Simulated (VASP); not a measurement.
Al3B2As:

```
Al B As
1.0
     6.47797    0.00000    0.00000
    -3.23899    5.61009    0.00000
     0.00000    0.00000    2.85258
Al B As
3 2 1
Direct
  0.65495 0.00000 0.50000
  0.00000 0.65495 0.50000
  0.34505 0.34505 0.50000
  0.33333 0.66667 0.50000
  0.66667 0.33333 0.50000
  0.00000 0.00000 0.00000
```

The cell was built from a structure type or drawn by symmetry, and may not be a known phase.

```yaml
Program: VASP 6.6.1
Task: relaxation of cell and atoms
Functional: PBE
Potentials_or_basis: VASP PAW PBE potentials, release 64 (Al, B, As)
Cutoff: 600 eV
k_mesh: 3 × 3 × 6
Occupations: gaussian, width 0.1 eV
Spin: no spin polarisation
```

At the start: pressure 0.0 GPa; volume 17.28 Å³/atom.

Problem. Where does the relaxation end?

Solution. Over 13 steps the energy falls by 41.8 meV/atom and the volume is 17.12 Å³/atom (-0.9 %); space group P-62m (No. 189, to 0.1 Å) before and after.

The path:
| step | energy change (eV) | largest force (eV/Å) | pressure (GPa) | volume (Å³) |
| --- | --- | --- | --- | --- |
| 1 | 0.0000 | 0.6184 | 0.05 | 103.67 |
| 2 | -0.0474 | 0.4579 | 0.19 | 103.74 |
| 3 | -0.0805 | 0.1924 | 0.60 | 103.87 |
| 4 | -0.1125 | 0.2151 | 0.18 | 104.19 |
| 5 | -0.1965 | 0.0096 | -0.76 | 105.14 |
| 6 | -0.1419 | 0.5189 | -1.81 | 106.96 |
| 7 | -0.2105 | 0.2139 | -1.18 | 105.75 |
| 8 | -0.2345 | 0.1955 | -0.82 | 104.68 |
| 9 | -0.2420 | 0.1786 | -0.45 | 103.77 |
| 10 | -0.2421 | 0.1772 | -0.42 | 103.70 |
| 11 | -0.2461 | 0.1502 | -0.08 | 103.19 |
| 12 | -0.2486 | 0.1059 | 0.46 | 102.42 |
| 13 | -0.2509 | 0.0284 | 0.12 | 102.73 |

Final structure:
```xyz
6
Lattice="6.5701 0.0000 0.0000 -3.2850 5.6898 0.0000 0.0000 0.0000 2.7480" Properties=species:S:1:pos:R:3 pbc="T T T"
Al    4.1453    0.0000    1.3740
Al    4.4974    3.5900    1.3740
Al    1.2124    2.0999    1.3740
B     0.0000    3.7932    1.3740
B     3.2850    1.8966    1.3740
As    0.0000    0.0000    0.0000
```

Caveat: the k points lie up to 0.38 Å⁻¹ apart in the final cell, too coarse for converged energies and pressures of a metal.
